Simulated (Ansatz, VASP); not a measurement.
# TePb in VASP and in Ansatz

```
CELL_PARAMETERS angstrom
0.00000 3.19044 3.19044
3.19044 0.00000 3.19044
3.19044 3.19044 0.00000
ATOMIC_POSITIONS crystal
Pb 0.00000 0.00000 0.00000
Te 0.50000 0.50000 0.50000
```

Alike in both runs: functional LDA; k mesh 10 × 10 × 10; occupations gaussian, width 0.02 eV; no spin polarisation.

Ansatz relaxed the structure, and its values are those at the end. VASP's run is a single point on that final structure, the one shown.

```csv
,VASP,Ansatz
version,VASP 6.6.1,Ansatz 0.2.0
potentials or method,"VASP PAW LDA potentials, release 64 (Pb_d, Te), cutoff 500 eV","scalar-relativistic, plane waves, PAW"
valence electrons in the cell,20,30
```

VASP gave:

```
gap on the k mesh at the Fermi level (eV) : 0.55
least direct gap on the mesh (eV)         : 0.55
pressure (GPa)                            : 0.1
```

Problem. Which values does Ansatz return?

Solution. gap on the k mesh at the Fermi level (eV): 0.58; least direct gap on the mesh (eV): 0.58; pressure (GPa): 0.0.

Ansatz warns that its potentials were made for another functional, while VASP's fit it. LDA's correlation is that of Perdew and Zunger in VASP and of Perdew and Wang (1992) in Ansatz. VASP's potentials hold 20 valence electrons a cell and Ansatz's 30, so a difference there can come from the potentials and not from the codes.

Neither program's run includes spin-orbit coupling.
